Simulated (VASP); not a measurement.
Wanted: the native input for a VASP 6.6.1 run.

- Task: single point
- Functional: PBEsol
- Potentials or basis: VASP PAW PBE potentials, release 64 (Ir)
- Cutoff: 500 eV
- k mesh: 9 × 9 × 9
- Occupations: fermi-dirac, width 0.3 eV
- Spin: no spin polarisation
- Dipole correction: no
- Further INCAR settings: ALGO = Normal; EDIFF = 1e-06; NBANDS = 10

The structure of Ir lies in POSCAR:

```
Ir
1.0
    0.0000000000      1.9156000000      1.9156000000
    1.9156000000      0.0000000000      1.9156000000
    1.9156000000      1.9156000000      0.0000000000
Ir
1
Direct
    0.0000000000      0.0000000000      0.0000000000
```

These files were run (other wordings do the same):

INCAR

```
ALGO     = Normal         # electronic algorithm
EDIFF    = 1E-6           # SCF threshold, eV
ENCUT    = 500            # plane-wave cutoff, eV
GGA      = PS             # functional
GGA_COMPAT= F            
ISIF     = 2              # what is computed and relaxed
ISMEAR   = -1             # smearing method
LASPH    = T              # aspherical terms in the spheres
LCHARG   = F              # write CHGCAR
LREAL    = F              # projectors in reciprocal space
LWAVE    = F              # write WAVECAR
NBANDS   = 10             # bands
NELM     = 120            # most SCF steps
PREC     = Accurate       # precision mode
SIGMA    = 0.3            # smearing width, eV
```

KPOINTS

```
k-points
0
Gamma
  9 9 9
```

Potentials or basis: VASP PAW PBE potentials, release 64 (Ir).

Launch:

```console
$ cat potpaw_PBE.64/Ir/POTCAR > POTCAR
$ mpirun -np 1 vasp_std > vasp.out
```

Results of the run:

| Quantity | Value |
| --- | --- |
| Pressure | 3.3 GPa |

Caveat: the PAW data sets were made with another functional, which shifts forces and pressure a little.

Wall time 13 s on 1 thread of Intel Xeon 8259CL (shared host), peak memory 0.13 GiB.
